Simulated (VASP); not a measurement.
InGaP2, 4 atoms in the cell. It takes space group P-4m2 (No. 115, tetragonal). Conventional cell: a = 4.044 Å, b = 4.044 Å, c = 5.760 Å, α = 90.00°, β = 90.00°, γ = 90.00°. Ga (site symmetry -4m2) has 4 P at 2.41 Å within 3.2 Å. P (site symmetry 2mm) has 2 Ga at 2.41 Å and 2 In at 2.55 Å within 3.2 Å. Within 3.4 Å of In (site symmetry -4m2) lie 4 P at 2.55 Å. 

| Item | Value |
| --- | --- |
| Program | VASP 6.6.1 |
| Task | single point |
| Functional | PBE |
| Potentials or basis | VASP PAW PBE potentials, release 64 (Ga_d, P, In_d) |
| Cutoff | 520 eV |
| k mesh | 6 × 6 × 4 |
| Occupations | fermi-dirac, width 0.02 eV |
| Spin | no spin polarisation |
| Dipole correction | no |
| Further INCAR settings | ALGO = Normal; EDIFF = 1e-07; NBANDS = 26 |

Potentials or basis: VASP PAW PBE potentials, release 64 (Ga_d, P, In_d).

Launch:

```sh
$ cat potpaw_PBE.64/Ga_d/POTCAR potpaw_PBE.64/P/POTCAR potpaw_PBE.64/In_d/POTCAR > POTCAR
$ mpirun -np 1 vasp_std > vasp.out
```

Hardware: 1 thread of AMD EPYC 7R43 64-Core Processor (Zen 3) (shared host).

Q: How long does it take, and how much memory?

A: It took 73 s on 1 thread of AMD EPYC 7R43 64-Core Processor (Zen 3), with other jobs on the host, peak memory 0.2 GiB. Counts: scf iterations 15, k points 30.
